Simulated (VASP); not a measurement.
Input of a VASP 6.6.1 run:

The input INCAR:

```
SYSTEM = InP
PREC = Accurate ; ENCUT = 500
EDIFF = 1E-6 ; ISMEAR = 0
SIGMA = 0.01 ; LREAL = .False.
LASPH = .True. ; NELM = 120
ALGO = Normal ; ISIF = 2
LWAVE = .False. ; LCHARG = .False.
GGA = PE ; NBANDS = 16
GGA_COMPAT = .False.
```

The input KPOINTS:

```
Automatic mesh
0
Gamma
  4 4 4
  0 0 0
```

The input POSCAR:

```
InP
1.0
    0.0000000000      2.8651740058      2.8651740058
    2.8651740058      0.0000000000      2.8651740058
    2.8651740058      2.8651740058      0.0000000000
In P
1 1
Direct
    0.0000000000      0.0000000000      0.0000000000
    0.2500000000      0.2500000000      0.2500000000
```

Potentials or basis: VASP PAW PBE potentials, release 64 (In_d, P).

Run with:

```bash
$ cat potpaw_PBE.64/In_d/POTCAR potpaw_PBE.64/P/POTCAR > POTCAR
$ mpirun -np 1 vasp_std > vasp.out
```

Problem. Estimate the pressure.

Solution. 9.4 GPa.

Problem. Predict the band gap on the k mesh.

Solution. 1.07 eV, direct.

Caveat: the k points lie up to 0.47 Å⁻¹ apart; the cell differs from its parent crystal (strain -3.0%); spin-orbit coupling is left out, which moves the levels of the heavy elements.
